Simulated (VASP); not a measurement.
Tc:

```
CELL_PARAMETERS angstrom
0.00000 1.95000 1.95000
1.95000 0.00000 1.95000
1.95000 1.95000 0.00000
ATOMIC_POSITIONS crystal
Tc 0.00000 0.00000 0.00000
```

This isn't the form of Tc at room conditions, which is hcp.

```yaml
Program: VASP 6.6.1
Task: relaxation of cell and atoms
Functional: r2SCAN
Dispersion: rVV10
Potentials_or_basis: VASP PAW PBE potentials, release 64 (Tc_sv)
Cutoff: 620 eV
k_mesh: 12 × 12 × 12
Occupations: fermi-dirac, width 0.05 eV
Spin: no spin polarisation
```

At the start: pressure -12.8 GPa; volume 14.83 Å³/atom.

**Question.** How do energy, volume and symmetry change on relaxing?

**Answer.** Over 7 steps the energy falls by 26.1 meV/atom and the volume is 14.20 Å³/atom (-4.2 %); space group Fm-3m (No. 225, to 0.1 Å) before and after.

The path:
| step | energy change (eV) | largest force (eV/Å) | pressure (GPa) | volume (Å³) |
| --- | --- | --- | --- | --- |
| 1 | 0.0000 | 0.0000 | -12.82 | 14.83 |
| 2 | 0.2589 | 0.0000 | 57.88 | 12.43 |
| 3 | -0.0260 | 0.0000 | -0.77 | 14.24 |
| 4 | -0.0261 | 0.0000 | -0.12 | 14.21 |
| 5 | -0.0261 | 0.0000 | 0.16 | 14.20 |
| 6 | -0.0261 | 0.0000 | -0.41 | 14.22 |
| 7 | -0.0261 | 0.0000 | 0.00 | 14.20 |

Final structure:
```
CELL_PARAMETERS angstrom
0.00000 1.92210 1.92210
1.92210 0.00000 1.92210
1.92210 1.92210 0.00000
ATOMIC_POSITIONS crystal
Tc 0.00000 0.00000 0.00000
```

Caveat: the PAW data sets were made with another functional, which shifts forces and pressure a little.
